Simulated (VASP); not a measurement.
# TiB2 (Fm-3m) in VASP: notebook, part 2 of 2

VASP 6.6.1.

**3. Relaxation of cell and atoms, PBEsol**

This run uses another cell than the first one, of 8.99 Å³/atom.

The input, INCAR:

```
PREC = Accurate
ENCUT = 500
EDIFF = 1E-7
ISMEAR = -1
SIGMA = 0.05
LREAL = False
LASPH = True
NELM = 120
ALGO = Normal
ISIF = 3
LWAVE = False
LCHARG = False
GGA = PS
IBRION = 2
NSW = 80
EDIFFG = -0.03
GGA_COMPAT = False
NELMIN = 4
```

The input, KPOINTS:

```
regular mesh
0
Gamma
  9 9 9
```

The input, POSCAR:

```
TiB2
1.0
    0.0000000000      2.3800000000      2.3800000000
    2.3800000000      0.0000000000      2.3800000000
    2.3800000000      2.3800000000      0.0000000000
Ti B
1 2
Direct
    0.0000000000      0.0000000000      0.0000000000
    0.2500000000      0.2500000000      0.2500000000
    0.7500000000      0.7500000000      0.7500000000
```

Potentials or basis: VASP PAW PBE potentials, release 64 (Ti_sv, B).

Run with:

```sh
cat potpaw_PBE.64/Ti_sv/POTCAR potpaw_PBE.64/B/POTCAR > POTCAR
mpirun -np 1 vasp_std > vasp.out
```

OUTCAR:

```text
PREC = Accurate
   ENCUT = 500
   EDIFF = 1E-7
   ISMEAR = -1
   LREAL = False
   LASPH = True
   NELM = 120
   ISIF = 3
   GGA = PS
   IBRION = 2
   NSW = 80
   EDIFFG = -0.03
   NELMIN = 4

 ion  position               nearest neighbor table
   1  0.000  0.000  0.000-   3 2.06   3 2.06   3 2.06   2 2.06   3 2.06   2 2.06   2 2.06   2 2.06

   2  0.250  0.250  0.250-   1 2.06   1 2.06   1 2.06   1 2.06
   3  0.750  0.750  0.750-   1 2.06   1 2.06   1 2.06   1 2.06

  LATTYP: Found a face centered cubic cell.
 ALAT       =     4.7600000000

  Lattice vectors:

 A1 = (   0.0000000000,   2.3800000000,   2.3800000000)
 A2 = (   2.3800000000,   0.0000000000,   2.3800000000)
 A3 = (   2.3800000000,   2.3800000000,   0.0000000000)

Analysis of symmetry for initial positions (statically):
=====================================================================
 Subroutine PRICEL returns:
 Original cell was already a primitive cell.

 Routine SETGRP: Setting up the symmetry group for a
 face centered cubic supercell.

 Subroutine GETGRP returns: Found 48 space group operations
 (whereof 48 operations were pure point group operations)
 out of a pool of 48 trial point group operations.

The static configuration has the point symmetry O_h .

Analysis of symmetry for dynamics (positions and initial velocities):
=====================================================================
 Subroutine PRICEL returns:
 Original cell was already a primitive cell.

 Routine SETGRP: Setting up the symmetry group for a
 face centered cubic supercell.

 Subroutine GETGRP returns: Found 48 space group operations
 (whereof 48 operations were pure point group operations)
 out of a pool of 48 trial point group operations.

The dynamic configuration has the point symmetry O_h .

 Subroutine INISYM returns: Found 48 space group operations
[... 138 lines left out ...]
--------------------------------------- Ionic step        1  -------------------------------------------

 number of electron      18.0000003 magnetization

 Free energy of the ion-electron system (eV)
  ---------------------------------------------------
  ext. energy  EPLUGINS =         0.00000000
  ---------------------------------------------------
  free energy    TOTEN  =       -19.96274303 eV

  energy without entropy =      -19.95517764  energy(sigma->0) =      -19.95896033

------------------------ aborting loop because EDIFF is reached ----------------------------------------

  FORCE on cell =-STRESS in cart. coord.  units (eV):
  Direction    XX          YY          ZZ          XY          YZ          ZX
  --------------------------------------------------------------------------------------
  -------------------------------------------------------------------------------------
  Total        6.5049341      6.5049341      6.5049341     -0.0000000     -0.0000000     -0.0000000
  in kB      386.5383746    386.5383746    386.5383746     -0.0000000     -0.0000000     -0.0000000
  external PRESSURE =     386.5383746 kB  Pullay stress =       0.0000000 kB
[... 61 lines left out ...]
--------------------------------------- Ionic step        3  -------------------------------------------

 number of electron      18.0000001 magnetization

 Free energy of the ion-electron system (eV)
  ---------------------------------------------------
  ext. energy  EPLUGINS =         0.00000000
  ---------------------------------------------------
  free energy    TOTEN  =       -20.50402783 eV

  energy without entropy =      -20.49040213  energy(sigma->0) =      -20.49721498

 E-fermi :   6.8356     XC(G=0): -11.7255

 val. band max:        6.7945380177   @ k =  -0.3333   0.1111   0.0000
 cond. band min:       6.8770667116   @ k =  -0.3333   0.4444   0.2222
 fundamental gap:      0.0825286939
 Fermi energy:         6.8356210010

 k-point     1 :       0.0000    0.0000    0.0000
  band No.  band energies     occupation
      1     -49.2940      2.00000
      2     -25.6870      2.00000
      3     -25.6870      2.00000
      4     -25.6870      2.00000
      5      -3.9620      2.00000
      6       3.4403      2.00000
      7       3.4403      2.00000
      8       3.4403      2.00000
      9       8.1397      0.00000
     10       8.1496      0.00000
     11       8.1496      0.00000
     12      12.1295      0.00000
     13      12.1295      0.00000
[... 354 lines left out ...]
  band No.  band energies     occupation
      1     -49.2786      2.00000
      2     -25.8158      2.00000
      3     -25.7415      2.00000
      4     -25.7415      2.00000
      5      -0.0289      2.00000
      6       1.4637      2.00000
      7       1.9347      2.00000
      8       5.0709      2.00000
      9       5.0709      2.00000
     10       7.8305      0.00000
     11       7.8305      0.00000
     12       9.0342      0.00000
     13       9.3520      0.00000

 [... further k-points ...]

------------------------ aborting loop because EDIFF is reached ----------------------------------------

  FORCE on cell =-STRESS in cart. coord.  units (eV):
  Direction    XX          YY          ZZ          XY          YZ          ZX
  --------------------------------------------------------------------------------------
  -------------------------------------------------------------------------------------
  Total       -0.0377028     -0.0377028     -0.0377028      0.0000000      0.0000000     -0.0000000
  in kB       -1.8791665     -1.8791665     -1.8791665      0.0000000      0.0000000     -0.0000000
  external PRESSURE =      -1.8791665 kB  Pullay stress =       0.0000000 kB
[... 18 lines left out ...]
  FREE ENERGIE OF THE ION-ELECTRON SYSTEM (eV)
  ---------------------------------------------------
  free  energy   TOTEN  =       -20.5040278306 eV

  energy  without entropy=      -20.4904021307  energy(sigma->0) =      -20.49721498

 reached required accuracy - stopping structural energy minimisation
```

It took 84 s on 1 thread of Intel Xeon Platinum 8375C at 2.90GHz (Ice Lake), shared host; peak memory 0.17 GiB.

Results:

- Free energy: -20.5040 eV
- Relaxed volume: 10.72 Å³/atom
- Relaxed cell: a = 3.569 Å, b = 3.569 Å, c = 3.569 Å, α = 60.00°, β = 60.00°, γ = 60.00°
- Space group after relaxing (to 0.1 Å): Fm-3m (No. 225)
- Energy gained by relaxing: 180.4 meV/atom
- Ionic steps: 3
- Pressure after relaxing: -0.2 GPa
- Band gap on the k mesh: zero (bands 9 and 10 overlap by 1.77 eV)

Step by step:
| step | energy change (eV) | largest force (eV/Å) | pressure (GPa) | volume (Å³) |
| --- | --- | --- | --- | --- |
| 1 | 0.0000 | 0.0000 | 38.65 | 26.96 |
| 2 | -0.3132 | 0.0000 | -15.62 | 36.34 |
| 3 | -0.5413 | 0.0000 | -0.19 | 32.15 |

Final structure:
```cif
data_structure
_symmetry_space_group_name_H-M 'P 1'
_symmetry_Int_Tables_number 1
_cell_length_a 3.5690
_cell_length_b 3.5690
_cell_length_c 3.5690
_cell_angle_alpha 60.000
_cell_angle_beta 60.000
_cell_angle_gamma 60.000
_cell_volume 32.15
loop_
_atom_site_label
_atom_site_type_symbol
_atom_site_fract_x
_atom_site_fract_y
_atom_site_fract_z
_atom_site_occupancy
Ti1 Ti 0.00000 0.00000 0.00000 1
B1 B 0.25000 0.25000 0.25000 1
B2 B 0.75000 0.75000 0.75000 1
```

Levels at points of the mesh, in eV from the Fermi level:
```tsv
k point	band 5	band 6	band 7	band 8	band 9	band 10	band 11	band 12	band 13
(0.00, 0.00, 0.00)	-10.80	-3.40	-3.40	-3.40	1.30	1.31	1.31	5.29	5.29
```

Caveat: the volume moved by over 15 % at a fixed basis, so the end points are rough; the PAW data sets were made with another functional, which shifts forces and pressure a little.
